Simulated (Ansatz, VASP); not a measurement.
**Two plane-wave programs on NiO**

POSCAR

```
NiO
1.0
    0.0000000000      2.1149477378      2.1149477378
    2.1149477378      0.0000000000      2.1149477378
    2.1149477378      2.1149477378      0.0000000000
Ni O
1 1
Direct
    0.0000000000      0.0000000000      0.0000000000
    0.5000000000      0.5000000000      0.5000000000
```

INCAR.step1

```
PREC = Accurate ; ENCUT = 660
ISMEAR = 0 ; SIGMA = 0.02
LREAL = F ; LASPH = T
NELM = 200 ; ISPIN = 2
MAGMOM = 1.84 0.31 ; LMAXMIX = 4
NBANDS = 23 ; GGA = PE
ALGO = Normal ; EDIFF = 1E-5
LWAVE = T ; LCHARG = F
GGA_COMPAT = F
```

The input INCAR.step2:

```
PREC = Accurate ; ENCUT = 660
EDIFF = 1E-6 ; ISMEAR = 0
SIGMA = 0.02 ; LREAL = F
LASPH = T ; NELM = 200
ALGO = Normal ; ISIF = 2
LWAVE = F ; LCHARG = F
ISPIN = 2 ; MAGMOM = 1.84 0.31
LORBIT = 11 ; LMAXMIX = 4
METAGGA = R2SCAN ; LMIXTAU = T
NBANDS = 23 ; ISTART = 1
GGA_COMPAT = F
```

File KPOINTS:

```
Automatic mesh
0
Gamma
  12 12 12
```

Input for Ansatz:

```yaml
crystal:
  lattice:
    - [0.0, 2.1149477378, 2.1149477378]
    - [2.1149477378, 0.0, 2.1149477378]
    - [2.1149477378, 2.1149477378, 0.0]
  atoms:
    - { symbol: Ni, position: [0.0, 0.0, 0.0], spin: 1.84 }
    - { symbol: O, position: [0.5, 0.5, 0.5], spin: 0.31 }
basis:
  ecutwfc: 500
kpoints:
  mp_grid: { grid: [12, 12, 12] }
hamiltonian:
  xc: r2scan
scf:
  occupations: { method: gaussian, width: 0.02 }
output:
  forces: true
  stress: true
  eigenvalues: true
  populations: true
magnetization:
  spin_polarized: true
```

Alike in both runs: task single point; functional r2SCAN; k mesh 12 × 12 × 12; occupations gaussian, width 0.02 eV; collinear spin.

```csv
,VASP,Ansatz
version,VASP 6.6.1,Ansatz 0.2.0
potentials or method,"VASP PAW PBE potentials, release 64 (Ni_sv_GW, O), cutoff 660 eV","scalar-relativistic, plane waves, PAW"
valence electrons in the cell,24,24
```

Ansatz gave:

```
gap on the k mesh at the Fermi level (eV)                     : 0.92
least direct gap on the mesh (eV)                             : 1.86
pressure (GPa)                                                : -5.9
net moment per atom (μB)                                      : 1.00
size of the moment on the site where the two differ most (μB) : 1.67
```

Problem. Estimate VASP's values.

Solution. gap on the k mesh at the Fermi level (eV): 0.95; least direct gap on the mesh (eV): 1.90; pressure (GPa): -7.8; net moment per atom (μB): 1.00; size of the moment on the site where the two differ most (μB): 1.71.

VASP's potentials were made for PBE, not for r2SCAN. Site moments also hang on the region over which each program counts them. The functional is the same, so the differences come from potentials, cutoffs and numerics. Ansatz's warnings: stability check not made.
